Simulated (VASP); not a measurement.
Wanted: the native input for a VASP 6.6.1 run.

```yaml
Task: single point
Functional: PBE
Potentials_or_basis: VASP PAW PBE potentials, release 64 (Hf_pv, N)
Cutoff: 520 eV
k_mesh: 16 × 16 × 16
Occupations: gaussian, width 0.1 eV
Spin: no spin polarisation
Dipole_correction: no
Further_INCAR_settings: ALGO = Normal; EDIFF = 1e-07; NBANDS = 14
```

The structure of HfN lies in POSCAR:

```
HfN
1.0
    0.0000000000      2.2509252376      2.2509252376
    2.2509252376      0.0000000000      2.2509252376
    2.2509252376      2.2509252376      0.0000000000
Hf N
1 1
Direct
    0.0000000000      0.0000000000      0.0000000000
    0.5000000000      0.5000000000      0.5000000000
```

This cell differs from its parent crystal: volume scaled by 0.97.

These files were run (other wordings do the same):

INCAR

```
SYSTEM = HfN
PREC = Accurate
ENCUT = 520
EDIFF = 1E-7
ISMEAR = 0
SIGMA = 0.1
LREAL = .False.
LASPH = .True.
NELM = 60
ALGO = Normal
ISIF = 2
LWAVE = .False.
LCHARG = .True.
GGA = PE
LELF = .True.
LVHAR = .True.
NBANDS = 14
```

KPOINTS

```
regular mesh
0
Gamma
  16 16 16
  0 0 0
```

Potentials or basis: VASP PAW PBE potentials, release 64 (Hf_pv, N).

Run with:

```bash
$ cat potpaw_PBE.64/Hf_pv/POTCAR potpaw_PBE.64/N/POTCAR > POTCAR
$ mpirun -np 1 vasp_std > vasp.out
```

It gave:

```json
{
  "Pressure": "6.1 GPa"
}
```

It took 32 s on 1 thread of AMD EPYC 9R14 (Zen 4) (shared host), peak memory 0.14 GiB.
